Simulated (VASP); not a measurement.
Here is a VASP 6.6.1 calculation.

The input POSCAR:

```
AlCo
1.0
    2.8231276704      0.0000000000      0.0000000000
    0.0000000000      2.8231276704      0.0000000000
    0.0000000000      0.0000000000      2.8231276704
Al Co
1 1
Direct
    0.0000000000      0.0000000000      0.0000000000
    0.5000000000      0.5000000000      0.5000000000
```

INCAR.step1

```
ALGO = Normal
EDIFF = 1E-4
ENCUT = 520
GGA = PE
ISMEAR = 0
LASPH = True
LCHARG = False
LREAL = False
LWAVE = True
NBANDS = 13
NELM = 80
PREC = Accurate
SIGMA = 0.1
```

Contents of INCAR.step2:

```
ALGO = Normal
EDIFF = 1E-6
ENCUT = 520
ISIF = 2
ISMEAR = 0
ISTART = 1
LASPH = True
LCHARG = True
LELF = True
LMIXTAU = True
LREAL = False
LVHAR = True
LWAVE = False
METAGGA = R2SCAN
NBANDS = 13
NELM = 80
PREC = Accurate
SIGMA = 0.1
```

The input KPOINTS:

```
k-points
0
Gamma
  14 14 14
```

Potentials or basis: VASP PAW PBE potentials, release 64 (Al, Co).

The run is started by

```bash
$ cat potpaw_PBE.64/Al/POTCAR potpaw_PBE.64/Co/POTCAR > POTCAR
$ cp INCAR.step1 INCAR
$ mpirun -np 1 vasp_std > vasp.out
$ cp INCAR.step2 INCAR
$ mpirun -np 1 vasp_std > vasp.out
```

Q: Predict the pressure.

A: -0.2 GPa.

Q: Predict the band gap on the k mesh.

A: Zero (band 6 reaches 13.24 eV, above the bottom of band 7 at 10.70 eV).

Caveat: the PAW data sets were made with another functional, which shifts forces and pressure a little. Spin polarisation is off, so any magnetic state and its effect on volume and gap are missing.
